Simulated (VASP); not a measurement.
# Ta (Pm-3m) in VASP: a series of runs

Runs on Ta. Level: PBE. Tasks: single point.

All numbers are computed with VASP 6.6.1; they aren't measurements. Logs are shortened: lines on timing, memory, paths and dates and some standing lists are left out, and cuts for length are marked.

### Step 1. The cell of the first run

The structure is cubic, space group Pm-3m (No. 221). The conventional cell has a = 2.520 Å, b = 2.520 Å, c = 2.520 Å, α = 90.00°, β = 90.00°, γ = 90.00°. Within 3.3 Å of Ta (site symmetry m-3m) lie 6 Ta at 2.52 Å.

### Step 2. Single point, PBE

INCAR

```
ALGO     = Normal         # electronic algorithm
EDIFF    = 1E-6           # SCF threshold, eV
ENCUT    = 520            # plane-wave cutoff, eV
GGA      = PE             # functional
ISIF     = 2              # what is computed and relaxed
ISMEAR   = -1             # smearing method
LASPH    = T              # aspherical terms in the spheres
LCHARG   = F              # write CHGCAR
LREAL    = F              # projectors in reciprocal space
LWAVE    = F              # write WAVECAR
NBANDS   = 12             # bands
NELM     = 60             # most SCF steps
PREC     = Accurate       # precision mode
SIGMA    = 0.05           # smearing width, eV
```

KPOINTS

```
k-points
0
Gamma
  17 17 17
```

POSCAR

```
Ta
1.0
    2.5203586759      0.0000000000      0.0000000000
    0.0000000000      2.5203586759      0.0000000000
    0.0000000000      0.0000000000      2.5203586759
Ta
1
Direct
    0.0000000000      0.0000000000      0.0000000000
```

Potentials or basis: VASP PAW PBE potentials, release 64 (Ta_pv).

Run with:

```bash
cat potpaw_PBE.64/Ta_pv/POTCAR > POTCAR
mpirun -np 1 vasp_std > vasp.out
```

OUTCAR:

```text
EDIFF = 1E-6
   ENCUT = 520
   GGA = PE
   ISIF = 2
   ISMEAR = -1
   LASPH = T
   LREAL = F
   NELM = 60
   PREC = Accurate

 ion  position               nearest neighbor table
   1  0.000  0.000  0.000-

  LATTYP: Found a simple cubic cell.
 ALAT       =     2.5203586759

  Lattice vectors:

 A1 = (   2.5203586759,   0.0000000000,   0.0000000000)
 A2 = (   0.0000000000,   2.5203586759,   0.0000000000)
 A3 = (   0.0000000000,   0.0000000000,   2.5203586759)

Analysis of symmetry for initial positions (statically):
=====================================================================
 Subroutine PRICEL returns:
 Original cell was already a primitive cell.

 Routine SETGRP: Setting up the symmetry group for a
 simple cubic supercell.

 Subroutine GETGRP returns: Found 48 space group operations
 (whereof 48 operations were pure point group operations)
 out of a pool of 48 trial point group operations.

The static configuration has the point symmetry O_h .

Analysis of symmetry for dynamics (positions and initial velocities):
=====================================================================
 Subroutine PRICEL returns:
 Original cell was already a primitive cell.

 Routine SETGRP: Setting up the symmetry group for a
 simple cubic supercell.

 Subroutine GETGRP returns: Found 48 space group operations
 (whereof 48 operations were pure point group operations)
 out of a pool of 48 trial point group operations.

The dynamic configuration has the point symmetry O_h .

 Subroutine INISYM returns: Found 48 space group operations
 (whereof 48 operations are pure point group operations),
 and found     1 'primitive' translations

----------------------------------------------------------------------------------------

                                     Primitive cell

  volume of cell :      16.0098

  direct lattice vectors                    reciprocal lattice vectors
     2.520358676  0.000000000  0.000000000     0.396768924  0.000000000  0.000000000
     0.000000000  2.520358676  0.000000000     0.000000000  0.396768924  0.000000000
     0.000000000  0.000000000  2.520358676     0.000000000  0.000000000  0.396768924

  length of vectors
     2.520358676  2.520358676  2.520358676     0.396768924  0.396768924  0.396768924

  position of ions in fractional coordinates (direct lattice)
     0.000000000  0.000000000  0.000000000

  ion indices of the primitive-cell ions
   primitive index   ion index
                 1           1

----------------------------------------------------------------------------------------

 KPOINTS: k-points

Automatic generation of k-mesh.
 Grid dimensions read from file:
 generate k-points for:   17   17   17

 Generating k-lattice:

  Cartesian coordinates                     Fractional coordinates (reciprocal lattice)
     0.023339348  0.000000000  0.000000000     0.058823529  0.000000000  0.000000000
     0.000000000  0.023339348  0.000000000     0.000000000  0.058823529  0.000000000
     0.000000000  0.000000000  0.023339348     0.000000000  0.000000000  0.058823529

  Length of vectors
     0.023339348  0.023339348  0.023339348

  Shift w.r.t. Gamma in fractional coordinates (k-lattice)
     0.000000000  0.000000000  0.000000000

 Subroutine IBZKPT returns following result:
 ===========================================

 Found    165 irreducible k-points:

 Following reciprocal coordinates:
            Coordinates               Weight
  0.000000  0.000000  0.000000      1.000000
  0.058824  0.000000  0.000000      6.000000
  0.117647  0.000000  0.000000      6.000000
  0.176471  0.000000  0.000000      6.000000
  0.235294  0.000000  0.000000      6.000000
  0.294118  0.000000  0.000000      6.000000
[... 16 lines left out ...]
  0.411765  0.117647  0.000000     24.000000
  0.470588  0.117647  0.000000     24.000000
 [... further k-points ...]
   k-points           NKPTS =    165   k-points in BZ     NKDIM =    165   number of bands    NBANDS=     12
   number of dos      NEDOS =    301   number of ions     NIONS =      1
   total plane-waves  NPLWV =   8000
   dimension x,y,z NGX =    20 NGY =   20 NGZ =   20
   dimension x,y,z NGXF=    40 NGYF=   40 NGZF=   40
   ions per type =               1
   NGX,Y,Z   is equivalent  to a cutoff of  13.19, 13.19, 13.19 a.u.
   NGXF,Y,Z  is equivalent  to a cutoff of  26.38, 26.38, 26.38 a.u.
 SYSTEM =  unknown system
   PREC   = accura    normal or accurate (medium, high low for compatibility)
   ISTART =      0    job   : 0-new  1-cont  2-samecut
   ICHARG =      2    charge: 1-file 2-atom 10-const
   ISPIN  =      1    spin polarized calculation?
   LNONCOLLINEAR =      F non collinear calculations
   LSORBIT =      F    spin-orbit coupling
   LASPH  =      T    aspherical Exc in radial PAW
   ENCUT  =  520.0 eV  38.22 Ry    6.18 a.u.   4.69  4.69  4.69*2*pi/ulx,y,z
   NELM   =     60;   NELMIN=  2; NELMDL= -5     # of ELM steps
   EDIFF  = 0.1E-05   stopping-criterion for ELM
   LREAL  =      F    real-space projection
   EDIFFG = 0.1E-04   stopping-criterion for IOM
   NSW    =      0    number of steps for IOM
   IBRION =     -1    ionic relax: 0-MD 1-quasi-New 2-CG
   NFREE  =      0    steps in history (QN), initial steepest desc. (CG)
   ISIF   =      2    stress and relaxation
   ISYM   =      2    0-nonsym 1-usesym 2-fastsym
   POTIM  = 0.5000    time-step for ionic-motion
   TEBEG  =    0.0;   TEEND  =   0.0 temperature during run
   PSTRESS=    0.0 pullay stress
   NELECT =      11.0000    total number of electrons
   NUPDOWN=      -1.0000    fix difference up-down
   EMIN   =  10.00;   EMAX   =-10.00  energy-range for DOS
   EFERMI =   0.00;   METHOD = LEGACY
   ISMEAR =    -1;   SIGMA  =   0.05  broadening in eV -4-tet -1-fermi 0-gaus
   EFERMI_NEDOS =   21; number of points for ismear=-14 and -15
   IALGO  =     38    algorithm
   IMIX   =      4    mixing-type and parameters
     AMIX     =   0.40;   BMIX     =  1.00
     AMIX_MAG =   1.60;   BMIX_MAG =  1.00
  volume/ion in A,a.u.               =      16.01       108.04
  Fermi-wavevector in a.u.,A,eV,Ry     =   1.444586  2.729872 28.393025  2.086828
  Thomas-Fermi vector in A             =   2.562864
   LORBIT       =      0    0 simple, 1 ext, 2 COOP (PROOUT), +10 PAW based schemes
   GGA     = PE    functional components
   LHFCALC =     F    Hartree Fock is set to
   AEXX    =    0.0000 exact exchange contribution
   IVDW    =     0    specifies the selected vdW correction
   LEPSILON=     F    determine dielectric tensor
   LRPA    =     F    only Hartree local field effects (RPA)
 non-spin polarized calculation
  energy-cutoff  :      520.00
  volume of cell :       16.01
 maximum number of plane-waves:       449
 NGX is ok and might be reduce to    20
   NGX =  9   NGY =  9   NGZ =  9

 number of electron      10.9999997 magnetization

 Free energy of the ion-electron system (eV)
  ---------------------------------------------------
  ext. energy  EPLUGINS =         0.00000000
  ---------------------------------------------------
  free energy    TOTEN  =        -9.98989937 eV

  energy without entropy =       -9.98232650  energy(sigma->0) =       -9.98611293

 E-fermi :   6.5614     XC(G=0): -13.1143

 val. band max:        6.5452032727   @ k =   0.2941   0.1765   0.1765
 cond. band min:       6.5739397826   @ k =   0.4706   0.1765   0.1765
 fundamental gap:      0.0287365099
 Fermi energy:         6.5613929846

 k-point     1 :       0.0000    0.0000    0.0000
  band No.  band energies     occupation
      1     -26.0493      2.00000
      2     -26.0493      2.00000
      3     -26.0493      2.00000
      4      -1.6034      2.00000
      5       2.8724      2.00000
      6       2.8724      2.00000
      7      14.7372      0.00000
      8      14.7372      0.00000
      9      14.7372      0.00000
     10      21.5847      0.00000
     11      23.7719      0.00000
     12      23.7719      0.00000

 k-point     2 :       0.0588    0.0000    0.0000
  band No.  band energies     occupation
      1     -26.1449      2.00000
      2     -26.0415      2.00000
      3     -26.0415      2.00000
      4      -1.4613      2.00000
      5       2.9110      2.00000
      6       3.0413      2.00000
      7      14.4307      0.00000
      8      14.4307      0.00000
      9      14.7568      0.00000
     10      21.5820      0.00000
     11      23.0685      0.00000
     12      24.1199      0.00000

 k-point     3 :       0.1176    0.0000    0.0000
  band No.  band energies     occupation
      1     -26.4124      2.00000
      2     -26.0189      2.00000
      3     -26.0189      2.00000
      4      -1.0686      2.00000
      5       3.0235      2.00000
      6       3.5438      2.00000
      7      13.6584      0.00000
      8      13.6584      0.00000
      9      14.8135      0.00000
     10      21.4818      0.00000
     11      21.7015      0.00000
     12      25.0085      0.00000
[... 286 lines left out ...]
 k-point    23 :       0.4118    0.1176    0.0000
  band No.  band energies     occupation
      1     -28.2864      2.00000
      2     -26.1699      2.00000
      3     -25.8008      2.00000
      4       2.6059      2.00000
      5       4.6551      2.00000
      6       5.9519      1.99999
      7       9.7738      0.00000
      8      10.3499      0.00000
      9      14.4109      0.00000
     10      19.3138      0.00000
     11      21.5949      0.00000
     12      23.2859      0.00000

 k-point    24 :       0.4706    0.1176    0.0000
  band No.  band energies     occupation
      1     -28.4284      2.00000
      2     -26.1522      2.00000
      3     -25.7848      2.00000
      4       3.0045      2.00000
      5       4.8327      2.00000
      6       5.5548      2.00000
      7       9.5283      0.00000
      8      10.4548      0.00000
      9      14.4629      0.00000
     10      20.0291      0.00000
     11      21.5979      0.00000
     12      22.8882      0.00000

 [... further k-points ...]
[... 5 lines left out ...]
  --------------------------------------------------------------------------------------
  -------------------------------------------------------------------------------------
  Total        6.0807847      6.0807847      6.0807847      0.0000000      0.0000000      0.0000000
  in kB      608.5316280    608.5316280    608.5316280      0.0000000      0.0000000      0.0000000
  external PRESSURE =     608.5316280 kB  Pullay stress =       0.0000000 kB

 VOLUME and BASIS-vectors are now :
 -----------------------------------------------------------------------------
  energy-cutoff  :      520.00
  volume of cell :       16.01
      direct lattice vectors                 reciprocal lattice vectors
     2.520358676  0.000000000  0.000000000     0.396768924  0.000000000  0.000000000
     0.000000000  2.520358676  0.000000000     0.000000000  0.396768924  0.000000000
     0.000000000  0.000000000  2.520358676     0.000000000  0.000000000  0.396768924

 POSITION                                       TOTAL-FORCE (eV/Angst)
 -----------------------------------------------------------------------------------
      0.00000      0.00000      0.00000         0.000000      0.000000      0.000000
 -----------------------------------------------------------------------------------
    total drift:                                0.000000      0.000000      0.000000

  FREE ENERGIE OF THE ION-ELECTRON SYSTEM (eV)
  ---------------------------------------------------
  free  energy   TOTEN  =        -9.9898993697 eV

  energy  without entropy=       -9.9823264968  energy(sigma->0) =       -9.98611293
```

It took 11 s on 1 thread of Intel Xeon 6975P-C, shared host; peak memory 0.15 GiB.

Results:

```yaml
Free_energy: -9.9899 eV
Pressure: 60.9 GPa
```

Caveat: spin-orbit coupling is left out, which moves the levels of the heavy elements.

### Step 3. Single point, PBE

This run uses another cell than the first one, of 17.06 Å³/atom, 1.065 times its volume.

INCAR

```
ALGO = Normal
EDIFF = 1E-6
ENCUT = 520
GGA = PE
ISIF = 2
ISMEAR = -1
LASPH = T
LCHARG = T
LELF = T
LREAL = F
LVHAR = T
LWAVE = F
NBANDS = 12
NELM = 100
PREC = Accurate
SIGMA = 0.05
```

KPOINTS is that of step 2.

POSCAR

```
Ta
1.0
    2.5742165471      0.0000000000      0.0000000000
    0.0000000000      2.5742165471      0.0000000000
    0.0000000000      0.0000000000      2.5742165471
Ta
1
Direct
    0.0000000000      0.0000000000      0.0000000000
```

Potentials or basis: VASP PAW PBE potentials, release 64 (Ta_pv).

Run with:

```bash
cat potpaw_PBE.64/Ta_pv/POTCAR > POTCAR
mpirun -np 1 vasp_std > vasp.out
```

It took 13 s on 1 thread of Intel Xeon 6975P-C, shared host; peak memory 0.15 GiB.

Results (log left out):

| Item | Value |
| --- | --- |
| Free energy | -10.3190 eV |
| Pressure | 40.5 GPa |

Levels at points of the mesh, in eV from the Fermi level:
```tsv
k point	band 4	band 5	band 6	band 7	band 8	band 9
(0.00, 0.00, 0.00)	-7.94	-3.37	-3.37	7.63	7.63	7.63
```

Caveat: spin-orbit coupling is left out, which moves the levels of the heavy elements.
